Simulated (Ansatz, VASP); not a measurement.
# One calculation of HC4, two programs

```
C H
1.0
     4.93130    0.00000    0.00000
    -2.46565    4.27064    0.00000
     0.00000    0.00000   18.00003
C H
8 2
Direct
  0.33333 0.16667 0.22222
  0.33333 0.66667 0.22222
  0.83333 0.16667 0.22222
  0.83333 0.66667 0.22222
  0.16667 0.33333 0.22222
  0.16667 0.83333 0.22222
  0.66667 0.33333 0.22222
  0.66667 0.83333 0.22222
  0.69620 0.30380 0.26500
  0.80380 0.19620 0.26500
```

Alike in both runs: task single point; functional PBE; dispersion D3(BJ); k mesh 6 × 6 × 1; occupations gaussian, width 0.1 eV; no spin polarisation.

|  | VASP | Ansatz |
| --- | --- | --- |
| version | VASP 6.6.1 | Ansatz 0.2.0 |
| potentials or method | VASP PAW PBE potentials, release 64 (C, H), cutoff 520 eV | scalar-relativistic, plane waves, PAW |
| valence electrons in the cell | 34 | 34 |

```csv
,VASP,Ansatz,Ansatz less VASP
gap on the k mesh at the Fermi level (eV),0.10,0.11,+0.003
least direct gap on the mesh (eV),0.76,0.75,-0.002
rms of the force components (eV/Å),8.263,8.182,-0.0814
```

Atom by atom the forces differ by 0.083 eV/Å (rms over components). Ansatz's warnings: structure snapped to symmetry.
